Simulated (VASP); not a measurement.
# Ag (Fd-3m) in VASP: single point with PBE

Aim: the single point of Ag with PBE.

Program: VASP 6.6.1. These are calculated values, not measurements. Logs are shortened: lines on timing, memory, paths and dates and some standing lists are left out, and cuts for length are marked.

**1. The cell of the first run**

It takes space group Fd-3m (No. 227, cubic). The conventional cell has a = 4.581 Å, b = 4.581 Å, c = 4.581 Å, α = 90.00°, β = 90.00°, γ = 90.00°. Within 2.6 Å of Ag (site symmetry -43m) lie 4 Ag at 1.98 Å.

This isn't the form of Ag at room conditions, which is fcc.

**2. Single point, PBE (12.02 Å³/atom)**

POSCAR reads:

```
Ag
1.0
    0.0000000000      2.2906833938      2.2906833938
    2.2906833938      0.0000000000      2.2906833938
    2.2906833938      2.2906833938      0.0000000000
Ag
2
Direct
   -0.1250000000     -0.1250000000     -0.1250000000
    0.1250000000      0.1250000000      0.1250000000
```

INCAR.step1 reads:

```
  PREC = Accurate
  ENCUT = 470
  EDIFF = 1E-6
  ISMEAR = -1
  SIGMA = 0.1
  LREAL = False
  LASPH = True
  NELM = 120
  ALGO = Normal
  ISIF = 2
  LWAVE = False
  LCHARG = True
  LMAXMIX = 4
  GGA = PE
  NBANDS = 26
  GGA_COMPAT = False
  NEDOS = 2001
  LORBIT = 11
```

KPOINTS.step1 reads:

```
Automatic mesh
0
Gamma
  12 12 12
```

INCAR.step2 reads:

```
  PREC = Accurate
  ENCUT = 470
  EDIFF = 1E-6
  ISMEAR = -5
  SIGMA = 0.1
  LREAL = False
  LASPH = True
  NELM = 120
  ALGO = Normal
  ISIF = 2
  LWAVE = False
  LCHARG = False
  LMAXMIX = 4
  GGA = PE
  LORBIT = 10
  NBANDS = 26
  NEDOS = 1001
  ICHARG = 11
  GGA_COMPAT = False
```

KPOINTS.step2 reads:

```
Automatic mesh
0
Gamma
  18 18 18
```

Potentials or basis: VASP PAW PBE potentials, release 64 (Ag_sv_GW).

Command:

```
> cat potpaw_PBE.64/Ag_sv_GW/POTCAR > POTCAR
> cp INCAR.step1 INCAR
> cp KPOINTS.step1 KPOINTS
> mpirun -np 1 vasp_std > vasp.out
> cp INCAR.step2 INCAR
> cp KPOINTS.step2 KPOINTS
> mpirun -np 1 vasp_std > vasp.out
```

OUTCAR:

```text
PREC = Accurate
   ENCUT = 470
   EDIFF = 1E-6
   ISMEAR = -5
   LREAL = False
   LASPH = True
   NELM = 120
   ISIF = 2
   GGA = PE
   LORBIT = 10
   ICHARG = 11

 ion  position               nearest neighbor table
   1  0.875  0.875  0.875-   2 1.98   2 1.98   2 1.98   2 1.98
   2  0.125  0.125  0.125-   1 1.98   1 1.98   1 1.98   1 1.98

  LATTYP: Found a face centered cubic cell.
 ALAT       =     4.5813667876

  Lattice vectors:

 A1 = (   0.0000000000,   2.2906833938,   2.2906833938)
 A2 = (   2.2906833938,   0.0000000000,   2.2906833938)
 A3 = (   2.2906833938,   2.2906833938,   0.0000000000)

Analysis of symmetry for initial positions (statically):
=====================================================================
 Subroutine PRICEL returns:
 Original cell was already a primitive cell.

 Routine SETGRP: Setting up the symmetry group for a
 face centered cubic supercell.

 Subroutine GETGRP returns: Found 48 space group operations
 (whereof 12 operations were pure point group operations)
 out of a pool of 48 trial point group operations.

The static configuration has the point symmetry D_3d.
 The point group associated with its full space group is O_h .

Analysis of symmetry for dynamics (positions and initial velocities):
=====================================================================
 Subroutine PRICEL returns:
 Original cell was already a primitive cell.

 Routine SETGRP: Setting up the symmetry group for a
 face centered cubic supercell.

 Subroutine GETGRP returns: Found 48 space group operations
 (whereof 12 operations were pure point group operations)
 out of a pool of 48 trial point group operations.

The dynamic configuration has the point symmetry D_3d.
 The point group associated with its full space group is O_h .

 Subroutine INISYM returns: Found 48 space group operations
 (whereof 12 operations are pure point group operations),
 and found     1 'primitive' translations

----------------------------------------------------------------------------------------

                                     Primitive cell

  volume of cell :      24.0395

  direct lattice vectors                    reciprocal lattice vectors
     0.000000000  2.290683394  2.290683394    -0.218275472  0.218275472  0.218275472
     2.290683394  0.000000000  2.290683394     0.218275472 -0.218275472  0.218275472
     2.290683394  2.290683394  0.000000000     0.218275472  0.218275472 -0.218275472

  length of vectors
     3.239515523  3.239515523  3.239515523     0.378064208  0.378064208  0.378064208

  position of ions in fractional coordinates (direct lattice)
     0.875000000  0.875000000  0.875000000
     0.125000000  0.125000000  0.125000000

  ion indices of the primitive-cell ions
   primitive index   ion index
                 1           1
                 2           2

----------------------------------------------------------------------------------------

 KPOINTS: Automatic mesh

Automatic generation of k-mesh.
 Grid dimensions read from file:
 generate k-points for:   18   18   18

 Generating k-lattice:

  Cartesian coordinates                     Fractional coordinates (reciprocal lattice)
    -0.012126415  0.012126415  0.012126415     0.055555556  0.000000000  0.000000000
     0.012126415 -0.012126415  0.012126415     0.000000000  0.055555556  0.000000000
     0.012126415  0.012126415 -0.012126415     0.000000000  0.000000000  0.055555556

  Length of vectors
     0.021003567  0.021003567  0.021003567

  Shift w.r.t. Gamma in fractional coordinates (k-lattice)
     0.000000000  0.000000000  0.000000000

 TETIRR: Found    806 inequivalent tetrahedra from    34992

 Subroutine IBZKPT returns following result:
 ===========================================

 Found    195 irreducible k-points:

 Following reciprocal coordinates:
            Coordinates               Weight
  0.000000  0.000000  0.000000      1.000000
  0.055556  0.000000  0.000000      8.000000
  0.111111  0.000000  0.000000      8.000000
  0.166667  0.000000  0.000000      8.000000
  0.222222  0.000000  0.000000      8.000000
  0.277778  0.000000  0.000000      8.000000
[... 16 lines left out ...]
 -0.277778  0.055556  0.000000     24.000000
 -0.222222  0.055556  0.000000     24.000000
 [... further k-points ...]
   k-points           NKPTS =    195   k-points in BZ     NKDIM =    195   number of bands    NBANDS=     26
   number of dos      NEDOS =   1001   number of ions     NIONS =      2
   total plane-waves  NPLWV =  13824
   dimension x,y,z NGX =    24 NGY =   24 NGZ =   24
   dimension x,y,z NGXF=    48 NGYF=   48 NGZF=   48
   ions per type =               2
   NGX,Y,Z   is equivalent  to a cutoff of  12.32, 12.32, 12.32 a.u.
   NGXF,Y,Z  is equivalent  to a cutoff of  24.63, 24.63, 24.63 a.u.
 SYSTEM =  unknown system
   PREC   = accura    normal or accurate (medium, high low for compatibility)
   ISTART =      0    job   : 0-new  1-cont  2-samecut
   ICHARG =     11    charge: 1-file 2-atom 10-const
   ISPIN  =      1    spin polarized calculation?
   LNONCOLLINEAR =      F non collinear calculations
   LSORBIT =      F    spin-orbit coupling
   LASPH  =      T    aspherical Exc in radial PAW
   ENCUT  =  470.0 eV  34.54 Ry    5.88 a.u.   5.73  5.73  5.73*2*pi/ulx,y,z
   NELM   =    120;   NELMIN=  2; NELMDL=  0     # of ELM steps
   EDIFF  = 0.1E-05   stopping-criterion for ELM
   LREAL  =      F    real-space projection
   EDIFFG = 0.1E-04   stopping-criterion for IOM
   NSW    =      0    number of steps for IOM
   IBRION =     -1    ionic relax: 0-MD 1-quasi-New 2-CG
   NFREE  =      0    steps in history (QN), initial steepest desc. (CG)
   ISIF   =      2    stress and relaxation
   ISYM   =      2    0-nonsym 1-usesym 2-fastsym
   POTIM  = 0.5000    time-step for ionic-motion
   TEBEG  =    0.0;   TEEND  =   0.0 temperature during run
   PSTRESS=    0.0 pullay stress
   NELECT =      38.0000    total number of electrons
   NUPDOWN=      -1.0000    fix difference up-down
   EMIN   =  10.00;   EMAX   =-10.00  energy-range for DOS
   EFERMI =   0.00;   METHOD = LEGACY
   ISMEAR =    -5;   SIGMA  =   0.10  broadening in eV -4-tet -1-fermi 0-gaus
   EFERMI_NEDOS =   21; number of points for ismear=-14 and -15
   IALGO  =     38    algorithm
   IMIX   =      4    mixing-type and parameters
     AMIX     =   0.40;   BMIX     =  1.00
     AMIX_MAG =   1.60;   BMIX_MAG =  1.00
  volume/ion in A,a.u.               =      12.02        81.11
  Fermi-wavevector in a.u.,A,eV,Ry     =   1.907045  3.603793 49.481954  3.636821
  Thomas-Fermi vector in A             =   2.944655
   LORBIT       =     10    0 simple, 1 ext, 2 COOP (PROOUT), +10 PAW based schemes
   GGA     = PE    functional components
   LHFCALC =     F    Hartree Fock is set to
   AEXX    =    0.0000 exact exchange contribution
   IVDW    =     0    specifies the selected vdW correction
   LEPSILON=     F    determine dielectric tensor
   LRPA    =     F    only Hartree local field effects (RPA)
 non-spin polarized calculation
 Fermi weights with tetrahedron method with Bloechl corrections
  energy-cutoff  :      470.00
  volume of cell :       24.04
 maximum number of plane-waves:       568

 number of electron      37.9999983 magnetization

 Free energy of the ion-electron system (eV)
  ---------------------------------------------------
  ext. energy  EPLUGINS =         0.00000000
  ---------------------------------------------------
  free energy    TOTEN  =        15.23291739 eV

  energy without entropy =       15.23291739  energy(sigma->0) =       15.23291739

 E-fermi :  13.7630     XC(G=0): -14.4823

 val. band max:       13.7631484708   @ k =  -0.2778   0.4444   0.1667
 cond. band min:      13.6599906458   @ k =  -0.3889   0.2778   0.0556
 fundamental gap:     -0.1031578250
 Fermi energy:        13.7630406504

 k-point     1 :       0.0000    0.0000    0.0000
  band No.  band energies     occupation
      1     -81.7761      2.00000
      2     -80.5588      2.00000
      3     -45.7303      2.00000
      4     -45.7303      2.00000
      5     -45.7303      2.00000
      6     -43.9935      2.00000
[... 18 lines left out ...]
     25      30.2479      0.00000
     26      30.2480      0.00000

 k-point     2 :       0.0556    0.0000    0.0000
  band No.  band energies     occupation
      1     -81.7695      2.00000
      2     -80.5660      2.00000
      3     -45.7371      2.00000
      4     -45.7371      2.00000
      5     -45.7295      2.00000
      6     -43.9945      2.00000
[... 18 lines left out ...]
     25      30.1255      0.00000
     26      30.1380      0.00000

 k-point     3 :       0.1111    0.0000    0.0000
  band No.  band energies     occupation
      1     -81.7499      2.00000
      2     -80.5873      2.00000
      3     -45.7562      2.00000
      4     -45.7562      2.00000
      5     -45.7277      2.00000
      6     -43.9956      2.00000
[... 18 lines left out ...]
     25      29.8170      0.00000
     26      29.8568      0.00000

 k-point     4 :       0.1667    0.0000    0.0000
  band No.  band energies     occupation
      1     -81.7183      2.00000
      2     -80.6215      2.00000
      3     -45.7851      2.00000
      4     -45.7851      2.00000
      5     -45.7243      2.00000
      6     -43.9972      2.00000
[... 18 lines left out ...]
     25      29.4547      0.00000
     26      30.5130      0.00000

 k-point     5 :       0.2222    0.0000    0.0000
  band No.  band energies     occupation
      1     -81.6768      2.00000
      2     -80.6664      2.00000
      3     -45.8201      2.00000
      4     -45.8201      2.00000
      5     -45.7198      2.00000
      6     -43.9987      2.00000
[... 18 lines left out ...]
     25      29.1682      0.00000
     26      31.6190      0.00000

 k-point     6 :       0.2778    0.0000    0.0000
  band No.  band energies     occupation
      1     -81.6282      2.00000
      2     -80.7183      2.00000
      3     -45.8541      2.00000
      4     -45.8541      2.00000
      5     -45.7147      2.00000
      6     -44.0003      2.00000
[... 427 lines left out ...]
 k-point    21 :      -0.3889    0.0556    0.0000
  band No.  band energies     occupation
      1     -81.5097      2.00000
      2     -80.8432      2.00000
      3     -45.9536      2.00000
      4     -45.9135      2.00000
      5     -45.6659      2.00000
      6     -44.0382      2.00000
[... 18 lines left out ...]
     25      29.5806      0.00000
     26      34.4641      0.00000

 k-point    22 :      -0.3333    0.0556    0.0000
  band No.  band energies     occupation
      1     -81.5545      2.00000
      2     -80.7962      2.00000
      3     -45.9338      2.00000
      4     -45.8880      2.00000
      5     -45.6725      2.00000
      6     -44.0345      2.00000
[... 18 lines left out ...]
     25      29.5224      0.00000
     26      33.6949      0.00000

 k-point    23 :      -0.2778    0.0556    0.0000
  band No.  band energies     occupation
      1     -81.6055      2.00000
      2     -80.7422      2.00000
      3     -45.9037      2.00000
      4     -45.8566      2.00000
      5     -45.6810      2.00000
      6     -44.0299      2.00000
[... 18 lines left out ...]
     25      29.3412      0.00000
     26      33.1292      0.00000

 k-point    24 :      -0.2222    0.0556    0.0000
  band No.  band energies     occupation
      1     -81.6556      2.00000
      2     -80.6889      2.00000
      3     -45.8685      2.00000
      4     -45.8222      2.00000
      5     -45.6915      2.00000
      6     -44.0249      2.00000
[... 18 lines left out ...]
     25      29.0869      0.00000
     26      32.5958      0.00000

 [... further k-points ...]

------------------------ aborting loop because EDIFF is reached ----------------------------------------

  FORCE on cell =-STRESS in cart. coord.  units (eV):
  Direction    XX          YY          ZZ          XY          YZ          ZX
  --------------------------------------------------------------------------------------
  -------------------------------------------------------------------------------------
  Total       49.8689142     49.8689142     49.8689142      0.0000000      0.0000000      0.0000000
  in kB     3323.6500998   3323.6500998   3323.6500998      0.0000000      0.0000000      0.0000000
  external PRESSURE =    3323.6500998 kB  Pullay stress =       0.0000000 kB

 VOLUME and BASIS-vectors are now :
 -----------------------------------------------------------------------------
  energy-cutoff  :      470.00
  volume of cell :       24.04
      direct lattice vectors                 reciprocal lattice vectors
     0.000000000  2.290683394  2.290683394    -0.218275472  0.218275472  0.218275472
     2.290683394  0.000000000  2.290683394     0.218275472 -0.218275472  0.218275472
     2.290683394  2.290683394  0.000000000     0.218275472  0.218275472 -0.218275472

 POSITION                                       TOTAL-FORCE (eV/Angst)
 -----------------------------------------------------------------------------------
      4.00870      4.00870      4.00870         0.000000     -0.000000     -0.000000
      0.57267      0.57267      0.57267        -0.000000      0.000000      0.000000
 -----------------------------------------------------------------------------------
    total drift:                                0.000000      0.000000      0.000000

  FREE ENERGIE OF THE ION-ELECTRON SYSTEM (eV)
  ---------------------------------------------------
  free  energy   TOTEN  =        15.2329173859 eV

  energy  without entropy=       15.2329173859  energy(sigma->0) =       15.23291739

 total charge

# of ion       s       p       d       f       tot
--------------------------------------------------
    1        2.359   6.325   8.727   0.117  17.527
    2        2.359   6.325   8.727   0.117  17.527
--------------------------------------------------
tot          4.718  12.650  17.453   0.234  35.055
```

Wall time 46 s (1 thread of Intel Xeon 6975P-C (Granite Rapids), shared host); peak memory 0.21 GiB.

What came out:

```yaml
Valence_electrons_inside_the_program's_atomic_spheres: Ag 17.53
```

Caveat: atoms lie so close that the PAW spheres overlap strongly, which falsifies energies and pressures.
